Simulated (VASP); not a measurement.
Runs of VASP 6.6.1 on SiNi2. The structure is that of space group P6_3/mmc (No. 194), or close to it. The cells are those of the table. 

```tsv
cell	further INCAR settings	gap on the mesh (eV)	pressure (GPa)
a = 3.714, b = 3.714, c = 5.035 Å, angles 90.0, 90.0, 120.0°, 6 atoms	ALGO = Fast; EDIFF = 1e-07; NBANDS = 33	none	(a)
a = 4.023, b = 4.023, c = 4.799 Å, angles 90.0, 90.0, 120.0°, 6 atoms	ALGO = Fast; EDIFF = 1e-06; NBANDS = 33	none	-10.9
a = 3.831, b = 3.831, c = 4.850 Å, angles 90.0, 90.0, 120.0°, 6 atoms	ALGO = Fast; EDIFF = 1e-06; NBANDS = 33	none	8.3
a = 3.885, b = 3.885, c = 4.819 Å, angles 90.0, 90.0, 120.0°, 6 atoms	ALGO = Fast; EDIFF = 1e-06; NBANDS = 33	none	2.6
a = 3.750, b = 3.750, c = 4.715 Å, angles 90.0, 90.0, 120.0°, 6 atoms	ALGO = Fast; EDIFF = 1e-06; NBANDS = 33	none	30.4
a = 3.918, b = 3.918, c = 4.622 Å, angles 90.0, 90.0, 120.0°, 6 atoms	ALGO = Fast; EDIFF = 1e-06; NBANDS = 33	none	9.1
a = 3.907, b = 3.907, c = 4.720 Å, angles 90.0, 90.0, 120.0°, 6 atoms	ALGO = Fast; EDIFF = 1e-06; NBANDS = 33	none	(b)
a = 3.946, b = 3.946, c = 4.858 Å, angles 90.0, 90.0, 120.0°, 6 atoms	ALGO = Fast; EDIFF = 1e-07; NBANDS = 33	none	-6.1
```

Alike in all rows: task single point; level PBEsol; potentials or basis VASP PAW PBE potentials, release 64 (Si, Ni); no spin polarisation; k mesh 12 × 12 × 8; cutoff (eV) 520; smearing gaussian 0.1 eV.

Task: Estimate the missing entries.

Result: (a) 18.2; (b) 4.8.

Caveats: the PAW data sets were made with another functional, which shifts forces and pressure a little; the cell stands under pressure (at least some runs); the cell stands under tension (at least some runs).

A gap of «none» marks levels without a gap at the run's occupations.
